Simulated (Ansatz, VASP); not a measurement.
BN: VASP beside Ansatz

```xyz
2
Lattice="0.0000 1.8075 1.8075 1.8075 0.0000 1.8075 1.8075 1.8075 0.0000" Properties=species:S:1:pos:R:3 pbc="T T T"
B     0.0000    0.0000    0.0000
N     0.9038    0.9038    0.9038
```

Alike in both runs: task single point; functional PBE; k mesh 5 × 5 × 5; no spin polarisation.

|  | VASP | Ansatz |
| --- | --- | --- |
| version | VASP 6.6.1 | Ansatz 0.2.0 |
| potentials or method | VASP PAW PBE potentials, release 64 (B, N), cutoff 600 eV | plane waves, PAW |
| occupations | gaussian, width 0.1 eV | gaussian |
| valence electrons in the cell | 8 | 8 |

Ansatz gave:

```
gap on the k mesh at the Fermi level (eV) : 4.95
```

Which values does VASP return?

gap on the k mesh at the Fermi level (eV): 4.94.

The k mesh is coarse, so the values compare programs but aren't converged.
